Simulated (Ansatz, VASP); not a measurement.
**Pb in VASP and in Ansatz**

INCAR

```
PREC = Accurate
ENCUT = 520
EDIFF = 1E-6
ISMEAR = -1
SIGMA = 0.05
LREAL = False
LASPH = True
NELM = 80
ALGO = Fast
ISIF = 2
LWAVE = False
LCHARG = False
GGA = PE
NBANDS = 13
```

Contents of KPOINTS:

```
regular mesh
0
Gamma
  9 9 9
```

POSCAR

```
Pb
1.0
   -2.0669040000      2.0504010000      2.0812470000
    1.9992480000     -1.9374810000      1.9006710000
    1.9910280000      1.8616050000     -1.9683270000
Pb
1
Direct
    0.0046640000     -0.0036750000      0.0031350000
```

Contents of input.yaml:

```yaml
crystal:
  lattice:
    - [-2.066904, 2.050401, 2.081247]
    - [1.999248, -1.937481, 1.900671]
    - [1.991028, 1.861605, -1.968327]
  atoms:
    - { symbol: Pb, position: [0.004664, -0.003675, 0.003135] }
kpoints:
  mp_grid: { grid: [9, 9, 9] }
scf:
  occupations: { method: fermi_dirac, width: 0.05 }
hamiltonian:
  xc: pbe
  pseudopotentials: { kind: all_electron, lapw: { basis_error: 0.001 } }
output:
  forces: true
  stress: true
  eigenvalues: true
  populations: true
```

Change from the starting cell: cell strained at random at fixed volume.

Alike in both runs: task single point; functional PBE; k mesh 9 × 9 × 9; occupations fermi-dirac, width 0.05 eV; no spin polarisation.

|  | VASP | Ansatz |
| --- | --- | --- |
| version | VASP 6.6.1 | Ansatz 0.2.0 |
| potentials or method | VASP PAW PBE potentials, release 64 (Pb_d), cutoff 520 eV | all-electron LAPW, scalar-relativistic |

VASP gave:

```
gap on the k mesh at the Fermi level (eV)                     : none
pressure (GPa)                                                : 1.4
traceless stress, the component that is largest in VASP (GPa) : -0.44
```

Question: Estimate Ansatz's values.

Answer: gap on the k mesh at the Fermi level (eV): none; pressure (GPa): 1.5; traceless stress, the component that is largest in VASP (GPa): -0.45.

A gap of «none» marks a metal or a gap that the smearing closes. Ansatz ran all-electron here, and VASP with PAW potentials.

Neither program's run includes spin-orbit coupling.
